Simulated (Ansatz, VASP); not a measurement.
## Two plane-wave programs on CdSe

```xyz
2
Lattice="0.0000 3.0805 3.0805 3.0805 0.0000 3.0805 3.0805 3.0805 0.0000" Properties=species:S:1:pos:R:3 pbc="T T T"
Cd    0.0000    0.0000    0.0000
Se    4.6207    4.6207    4.6207
```

Alike in both runs: task single point; functional PBE; k mesh 6 × 6 × 6; occupations gaussian, width 0.01 eV; no spin polarisation.

|  | VASP | Ansatz |
| --- | --- | --- |
| version | VASP 6.6.1 | Ansatz 0.2.0 |
| potentials or method | VASP PAW PBE potentials, release 64 (Cd, Se), cutoff 500 eV | plane waves, PAW |
| valence electrons in the cell | 18 | 36 |

|  | VASP | Ansatz | Ansatz less VASP |
| --- | --- | --- | --- |
| pressure (GPa) | 1.1 | 0.8 | -0.27 |

VASP's potentials hold 18 valence electrons a cell and Ansatz's 36, so a difference there can come from the potentials and not from the codes.
